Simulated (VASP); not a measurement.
Wanted: the native input for a VASP 6.6.1 run.

```
Task                   : single point
Functional             : PBEsol
Potentials or basis    : VASP PAW PBE potentials, release 64 (Sc_sv)
Cutoff                 : 520 eV
k mesh                 : 10 × 10 × 10
Occupations            : tetrahedron
Spin                   : no spin polarisation
Dipole correction      : no
Further INCAR settings : ALGO = Fast; EDIFF = 1e-06; NBANDS = 12
```

The structure of Sc lies in POSCAR:

```
Sc
1.0
    0.0000000000      2.2138646057      2.2138646057
    2.2138646057      0.0000000000      2.2138646057
    2.2138646057      2.2138646057      0.0000000000
Sc
1
Direct
    0.0000000000      0.0000000000      0.0000000000
```

These files were run (other wordings do the same):

INCAR

```
SYSTEM = Sc
ALGO     = Fast           ! electronic algorithm
EDIFF    = 1E-6           ! SCF threshold, eV
ENCUT    = 520            ! plane-wave cutoff, eV
GGA      = PS             ! functional
ISIF     = 2              ! what is computed and relaxed
ISMEAR   = -5             ! smearing method
LASPH    = .True.         ! aspherical terms in the spheres
LCHARG   = .True.         ! write CHGCAR
LELF     = .True.         ! ELF
LREAL    = .False.        ! projectors in reciprocal space
LVHAR    = .True.       
LWAVE    = .False.        ! write WAVECAR
NBANDS   = 12             ! bands
NELM     = 80             ! most SCF steps
PREC     = Accurate       ! precision mode
SIGMA    = 0.05           ! smearing width, eV
```

KPOINTS

```
k-points
0
Gamma
  10 10 10
  0 0 0
```

Potentials or basis: VASP PAW PBE potentials, release 64 (Sc_sv).

Run with:

```sh
$ cat potpaw_PBE.64/Sc_sv/POTCAR > POTCAR
$ mpirun -np 1 vasp_std > vasp.out
```

Results of the run:

* Pressure: 5.1 GPa

Caveat: the PAW data sets were made with another functional, which shifts forces and pressure a little; tetrahedron occupations give inexact forces and stress in metals.

Wall time 9.3 s on 1 thread of AMD EPYC 9R45 (Zen 5) (shared host), peak memory 0.1 GiB.
